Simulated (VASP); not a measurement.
# AlN (R-3m) in VASP: notebook

Runs on AlN. Level: PBE. Tasks: single point.

All numbers are computed with VASP 6.6.1; they aren't measurements. Logs are shortened: lines on timing, memory, paths and dates and some standing lists are left out, and cuts for length are marked.

### 1 The cell of the first run

The structure is trigonal, space group R-3m (No. 166). Conventional cell: a = 2.900 Å, b = 2.900 Å, c = 7.776 Å, α = 90.00°, β = 90.00°, γ = 120.00°. Al (site symmetry -3m) has 6 N at 2.12 Å within 2.8 Å. Within 2.8 Å of N (site symmetry -3m) lie 6 Al at 2.12 Å.

### 2 Single point, PBE

File INCAR:

```
SYSTEM = AlN
PREC = Accurate
ENCUT = 520
EDIFF = 1E-6
ISMEAR = 0
SIGMA = 0.05
LREAL = .FALSE.
LASPH = .TRUE.
NELM = 60
ALGO = Normal
ISIF = 2
LWAVE = .FALSE.
LCHARG = .FALSE.
GGA = PE
NBANDS = 11
```

File KPOINTS:

```
Automatic mesh
0
G
  10 10 10
  0 0 0
```

File POSCAR:

```
AlN
1.0
    0.1294508776      2.1798871643      2.1798871643
    2.1798871643      0.1294508776      2.1798871643
    2.1798871643      2.1798871643      0.1294508776
Al N
1 1
Direct
    0.5000000000      0.5000000000      0.5000000000
    0.0000000000      0.0000000000      0.0000000000
```

Potentials or basis: VASP PAW PBE potentials, release 64 (Al, N).

Launch:

```
cat potpaw_PBE.64/Al/POTCAR potpaw_PBE.64/N/POTCAR > POTCAR
mpirun -np 1 vasp_std > vasp.out
```

OUTCAR:

```text
SYSTEM = AlN
   PREC = Accurate
   ENCUT = 520
   EDIFF = 1E-6
   ISMEAR = 0
   LREAL = .FALSE.
   LASPH = .TRUE.
   NELM = 60
   ISIF = 2
   GGA = PE

 ion  position               nearest neighbor table
   1  0.500  0.500  0.500-   2 2.12   2 2.12   2 2.12   2 2.12   2 2.12   2 2.12
   2  0.000  0.000  0.000-   1 2.12   1 2.12   1 2.12   1 2.12   1 2.12   1 2.12

  LATTYP: Found a trigonal (rhomboedric) cell.
 ALAT       =     3.0855426796
 COS(alpha) =     0.5583996164

  Lattice vectors:

 A1 = (   0.1294508776,   2.1798871643,   2.1798871643)
 A2 = (   2.1798871643,   0.1294508776,   2.1798871643)
 A3 = (   2.1798871643,   2.1798871643,   0.1294508776)

Analysis of symmetry for initial positions (statically):
=====================================================================
 Subroutine PRICEL returns:
 Original cell was already a primitive cell.

 Routine SETGRP: Setting up the symmetry group for a
 trigonal (rhombohedral) supercell.

 Subroutine GETGRP returns: Found 12 space group operations
 (whereof 12 operations were pure point group operations)
 out of a pool of 12 trial point group operations.

The static configuration has the point symmetry D_3d.

Analysis of symmetry for dynamics (positions and initial velocities):
=====================================================================
 Subroutine PRICEL returns:
 Original cell was already a primitive cell.

 Routine SETGRP: Setting up the symmetry group for a
 trigonal (rhombohedral) supercell.

 Subroutine GETGRP returns: Found 12 space group operations
 (whereof 12 operations were pure point group operations)
 out of a pool of 12 trial point group operations.

The dynamic configuration has the point symmetry D_3d.

 Subroutine INISYM returns: Found 12 space group operations
 (whereof 12 operations are pure point group operations),
 and found     1 'primitive' translations

----------------------------------------------------------------------------------------

                                     Primitive cell

  volume of cell :      18.8740

  direct lattice vectors                    reciprocal lattice vectors
     0.129450878  2.179887164  2.179887164    -0.250882193  0.236818891  0.236818891
     2.179887164  0.129450878  2.179887164     0.236818891 -0.250882193  0.236818891
     2.179887164  2.179887164  0.129450878     0.236818891  0.236818891 -0.250882193

  length of vectors
     3.085542680  3.085542680  3.085542680     0.418459376  0.418459376  0.418459376

  position of ions in fractional coordinates (direct lattice)
     0.500000000  0.500000000  0.500000000
     0.000000000  0.000000000  0.000000000

[... 81 lines left out ...]
   NFREE  =      0    steps in history (QN), initial steepest desc. (CG)
   ISIF   =      2    stress and relaxation
   ISYM   =      2    0-nonsym 1-usesym 2-fastsym
   POTIM  = 0.5000    time-step for ionic-motion
   TEBEG  =    0.0;   TEEND  =   0.0 temperature during run
   PSTRESS=    0.0 pullay stress
   NELECT =       8.0000    total number of electrons
   NUPDOWN=      -1.0000    fix difference up-down
   EMIN   =  10.00;   EMAX   =-10.00  energy-range for DOS
   EFERMI =   0.00;   METHOD = LEGACY
   ISMEAR =     0;   SIGMA  =   0.05  broadening in eV -4-tet -1-fermi 0-gaus
   EFERMI_NEDOS =   21; number of points for ismear=-14 and -15
   IALGO  =     38    algorithm
   IMIX   =      4    mixing-type and parameters
     AMIX     =   0.40;   BMIX     =  1.00
     AMIX_MAG =   1.60;   BMIX_MAG =  1.00
  volume/ion in A,a.u.               =       9.44        63.68
  Fermi-wavevector in a.u.,A,eV,Ry     =   1.229750  2.323891 20.575889  1.512285
  Thomas-Fermi vector in A             =   2.364625
   LORBIT       =      0    0 simple, 1 ext, 2 COOP (PROOUT), +10 PAW based schemes
   GGA     = PE    functional components
   LHFCALC =     F    Hartree Fock is set to
   AEXX    =    0.0000 exact exchange contribution
   IVDW    =     0    specifies the selected vdW correction
   LEPSILON=     F    determine dielectric tensor
   LRPA    =     F    only Hartree local field effects (RPA)
 non-spin polarized calculation
 Gauss-broadening in eV      SIGMA  =   0.05
  energy-cutoff  :      520.00
  volume of cell :       18.87
 maximum number of plane-waves:       520
   NGX = 11   NGY = 11   NGZ = 11

 number of electron       8.0000002 magnetization

 Free energy of the ion-electron system (eV)
  ---------------------------------------------------
  ext. energy  EPLUGINS =         0.00000000
  ---------------------------------------------------
  free energy    TOTEN  =       -14.21126513 eV

  energy without entropy =      -14.21126513  energy(sigma->0) =      -14.21126513

 E-fermi :   8.9796     XC(G=0): -11.6840

 val. band max:        8.7810463386   @ k =   0.0000   0.0000   0.0000
 cond. band min:      11.3976573711   @ k =   0.5000   0.5000  -0.0000
 fundamental gap:      2.6166110325
 Fermi energy:         8.9795899930

 k-point     1 :       0.0000    0.0000    0.0000
  band No.  band energies     occupation
      1      -8.0539      2.00000
      2       7.5300      2.00000
      3       8.7810      2.00000
      4       8.7810      2.00000
      5      11.8542      0.00000
      6      18.9259      0.00000
      7      20.8957      0.00000
      8      20.8957      0.00000
      9      23.7632      0.00000
     10      25.2880      0.00000
     11      25.3106      0.00000
[... 309 lines left out ...]
 k-point    24 :       0.4000    0.3000   -0.0000
  band No.  band energies     occupation
      1      -5.4447      2.00000
      2       3.0663      2.00000
      3       5.8508      2.00000
      4       6.3843      2.00000
      5      12.8237      0.00000
      6      15.7526      0.00000
      7      18.7203      0.00000
      8      22.3732      0.00000
      9      23.0498      0.00000
     10      28.6795      0.00000
     11      31.2499      0.00000

 [... further k-points ...]
[... 5 lines left out ...]
  --------------------------------------------------------------------------------------
  -------------------------------------------------------------------------------------
  Total       -2.5953255     -2.5953255     -2.5953255     -2.0080653     -2.0080653     -2.0080653
  in kB     -220.3121601   -220.3121601   -220.3121601   -170.4607741   -170.4607741   -170.4607741
  external PRESSURE =    -220.3121601 kB  Pullay stress =       0.0000000 kB

 VOLUME and BASIS-vectors are now :
 -----------------------------------------------------------------------------
  energy-cutoff  :      520.00
  volume of cell :       18.87
      direct lattice vectors                 reciprocal lattice vectors
     0.129450878  2.179887164  2.179887164    -0.250882193  0.236818891  0.236818891
     2.179887164  0.129450878  2.179887164     0.236818891 -0.250882193  0.236818891
     2.179887164  2.179887164  0.129450878     0.236818891  0.236818891 -0.250882193

 POSITION                                       TOTAL-FORCE (eV/Angst)
 -----------------------------------------------------------------------------------
      2.24461      2.24461      2.24461        -0.000000      0.000000      0.000000
      0.00000      0.00000      0.00000         0.000000     -0.000000     -0.000000
 -----------------------------------------------------------------------------------
    total drift:                                0.000000     -0.000000     -0.000000

  FREE ENERGIE OF THE ION-ELECTRON SYSTEM (eV)
  ---------------------------------------------------
  free  energy   TOTEN  =       -14.2112651326 eV

  energy  without entropy=      -14.2112651326  energy(sigma->0) =      -14.21126513
```

OSZICAR:

```text
N       E                     dE             d eps       ncg     rms          rms(c)
DAV:   1     0.661149989688E+01    0.66115E+01   -0.38908E+03  2560   0.658E+02
DAV:   2    -0.151726098953E+02   -0.21784E+02   -0.20740E+02  3188   0.118E+02
DAV:   3    -0.158827730460E+02   -0.71016E+00   -0.70864E+00  3155   0.192E+01
DAV:   4    -0.158852340162E+02   -0.24610E-02   -0.24608E-02  2815   0.124E+00
DAV:   5    -0.158852538558E+02   -0.19840E-04   -0.19840E-04  3058   0.115E-01    0.718E+00
DAV:   6    -0.142290614786E+02    0.16562E+01   -0.83580E+00  2897   0.144E+01    0.244E+00
DAV:   7    -0.142206711276E+02    0.83904E-02   -0.13439E-01  2795   0.293E+00    0.167E+00
DAV:   8    -0.142117937963E+02    0.88773E-02   -0.23481E-02  2681   0.130E+00    0.361E-01
DAV:   9    -0.142112094168E+02    0.58438E-03   -0.23711E-03  3005   0.286E-01    0.149E-01
DAV:  10    -0.142112698912E+02   -0.60474E-04   -0.19048E-04  2819   0.102E-01    0.323E-02
DAV:  11    -0.142112653471E+02    0.45442E-05   -0.15675E-05  2984   0.232E-02    0.738E-03
DAV:  12    -0.142112651326E+02    0.21449E-06   -0.35276E-07  1444   0.540E-03
   1 F= -.14211265E+02 E0= -.14211265E+02  d E =-.800834E-11
```

Run time: 47 s. Hardware: 1 thread of AMD EPYC 7R13, shared host; peak memory 0.12 GiB.

What came out:

```yaml
Free_energy: -14.2113 eV
Pressure: -22.0 GPa
Band_gap_on_the_k_mesh: 2.62 eV, indirect (least direct gap 3.07 eV)
```

### 3 Single point, PBE

This run uses another cell than the first one, of 7.08 Å³/atom, 0.750 times its volume.

INCAR is that of step 2.

File KPOINTS:

```
regular mesh
0
G
  10 10 10
  0 0 0
```

File POSCAR:

```
AlN
1.0
    0.1576297743      2.0019719075      2.0019719075
    2.0019719075      0.1576297743      2.0019719075
    2.0019719075      2.0019719075      0.1576297743
Al N
1 1
Direct
    0.5000000000      0.5000000000      0.5000000000
    0.0000000000      0.0000000000      0.0000000000
```

Potentials or basis: VASP PAW PBE potentials, release 64 (Al, N).

Launch:

```
cat potpaw_PBE.64/Al/POTCAR potpaw_PBE.64/N/POTCAR > POTCAR
mpirun -np 1 vasp_std > vasp.out
```

Wall time 11 s (1 thread of AMD EPYC 9R45 (Zen 5), shared host); peak memory 0.11 GiB.

Results (log left out):

| Item | Value |
| --- | --- |
| Free energy | -13.7340 eV |
| Pressure | 63.2 GPa |
| Band gap on the k mesh | 3.34 eV, indirect (least direct gap 5.72 eV) |

Stress tensor (GPa, compression positive):
```
 63.21 -35.09 -35.09
-35.09  63.21 -35.09
-35.09 -35.09  63.21
```

Levels at points of the mesh, in eV from the valence-band top:
```csv
k point,band 2,band 3,band 4,band 5,band 6,band 7
"(0.00, 0.00, 0.00)",-2.16,0.00,0.00,5.72,11.13,13.25
"(0.50, 0.00, 0.00)",-9.80,-3.04,-1.71,5.25,10.80,11.78
"(0.50, 0.50, 0.00)",-9.20,-4.82,-2.96,3.34,6.41,14.25
"(0.50, 0.50, 0.50)",-11.01,-1.07,-1.07,8.37,13.19,13.72
```

A k mesh can miss the band edges. A hybrid or GW would open this gap; PBE tends to underestimate it.

[end of part 1 of 2]
